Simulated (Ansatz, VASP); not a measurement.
Two plane-wave programs on TiCo

Contents of INCAR:

```
  PREC = Accurate
  ENCUT = 520
  EDIFF = 1E-6
  ISMEAR = -1
  SIGMA = 0.03
  LREAL = F
  LASPH = T
  NELM = 150
  ALGO = Normal
  ISIF = 2
  LWAVE = F
  LCHARG = T
  ISPIN = 2
  MAGMOM = 0 0 1 -1
  LORBIT = 11
  LMAXMIX = 4
  GGA = PE
  LELF = T
  LVHAR = T
  NBANDS = 33
```

Contents of KPOINTS:

```
regular mesh
0
Gamma
  12 12 12
```

POSCAR

```
TiCo
1.0
    2.9861109900      2.9861109900      0.0000000000
    2.9861109900      0.0000000000      2.9861109900
    2.9861109900      0.0000000000     -2.9861109900
Ti Co
2 2
Direct
    0.0000000000      0.0000000000      0.0000000000
    0.0000000000      0.5000000000      0.5000000000
    0.5000000000      0.2500000000      0.7500000000
    0.5000000000      0.7500000000      0.2500000000
```

Input for Ansatz:

```yaml
crystal:
  lattice:
    - [2.98611099, 2.98611099, 0.0]
    - [2.98611099, 0.0, 2.98611099]
    - [2.98611099, 0.0, -2.98611099]
  atoms:
    - { symbol: Ti, position: [0.0, 0.0, 0.0] }
    - { symbol: Ti, position: [0.0, 0.5, 0.5] }
    - { symbol: Co, position: [0.5, 0.25, 0.75], spin: 1.0 }
    - { symbol: Co, position: [0.5, 0.75, 0.25], spin: -1.0 }
magnetization:
  spin_polarized: true
kpoints:
  mp_grid: { grid: [12, 12, 12] }
scf:
  occupations: { method: fermi_dirac, width: 0.03 }
  lower_state_search: "off"
hamiltonian:
  xc: pbe
  pseudopotentials: { kind: paw }
output:
  forces: true
  stress: true
  eigenvalues: true
  populations: true
  write_density: true
  write_potential: true
  elf: true
  volumetric_format: npy
```

Alike in both runs: task single point; functional PBE; k mesh 12 × 12 × 12; occupations fermi-dirac, width 0.03 eV; collinear spin.

|  | VASP | Ansatz |
| --- | --- | --- |
| version | VASP 6.6.1 | Ansatz 0.2.0 |
| potentials or method | VASP PAW PBE potentials, release 64 (Ti_sv, Co) | PAW with Ansatz's default frozen-core files, scalar-relativistic |
| plane-wave cutoff (eV) | 520 | 420 |
| valence electrons in the cell | 42 | 58 |

Ansatz gave:

| Property | Result |
| --- | --- |
| pressure (GPa) | -1.4 |
| net moment per atom (μB) | 0.00 |
| size of the moment on the site where the two differ most (μB) | 0.64 |

Estimate VASP's values.

pressure (GPa): -1.9; net moment per atom (μB): 0.00; size of the moment on the site where the two differ most (μB): 0.61.

Site moments also hang on the region over which each program counts them. The functional is the same, so the differences come from potentials, cutoffs and numerics. VASP's potentials hold 42 valence electrons a cell and Ansatz's 58, so a difference there can come from the potentials and not from the codes.
